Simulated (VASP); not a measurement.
Write the native input for VASP 6.6.1 that does the following.

* Task: single point
* Functional: PBEsol
* Potentials or basis: VASP PAW PBE potentials, release 64 (Mn_pv, S)
* Cutoff: 520 eV
* k mesh: 10 × 10 × 10
* Occupations: gaussian, width 0.05 eV
* Spin: collinear spin, ferromagnetic start
* Starting moments: [4.56, 0.0] μB
* Dipole correction: no
* Further INCAR settings: ALGO = Normal; EDIFF = 1e-06; NBANDS = 20

The structure of MnS lies in POSCAR:

```
MnS
1.0
    0.0000000000      2.8000000000      2.8000000000
    2.8000000000      0.0000000000      2.8000000000
    2.8000000000      2.8000000000      0.0000000000
Mn S
1 1
Direct
    0.0000000000      0.0000000000      0.0000000000
    0.7500000000      0.7500000000      0.7500000000
```

One way to write it, as run:

INCAR

```
SYSTEM = MnS
PREC = Accurate
ENCUT = 520
EDIFF = 1E-6
ISMEAR = 0
SIGMA = 0.05
LREAL = .False.
LASPH = .True.
NELM = 150
ALGO = Normal
ISIF = 2
LWAVE = .False.
LCHARG = .True.
ISPIN = 2
MAGMOM = 4.56 0
LORBIT = 11
LMAXMIX = 4
GGA = PS
LELF = .True.
LVHAR = .True.
NBANDS = 20
```

KPOINTS

```
regular mesh
0
Gamma
  10 10 10
  0 0 0
```

Potentials or basis: VASP PAW PBE potentials, release 64 (Mn_pv, S).

Run with:

```console
$ cat potpaw_PBE.64/Mn_pv/POTCAR potpaw_PBE.64/S/POTCAR > POTCAR
$ mpirun -np 1 vasp_std > vasp.out
```

It gave:

The pressure is -1.9 GPa, the net moment is 4.92 μB per cell and the site moments are Mn +4.32; S +0.08 μB. The valence electrons inside the program's atomic spheres are Mn 11.38; S 3.73.

Caveat: the PAW data sets were made with another functional, which shifts forces and pressure a little; a cell with one magnetic atom can't hold antiferromagnetic order, which such compounds often take.

Run time: 49 s on 1 thread of Intel(R) Xeon(R) 6975P-C (Granite Rapids) (shared host), peak memory 0.21 GiB.
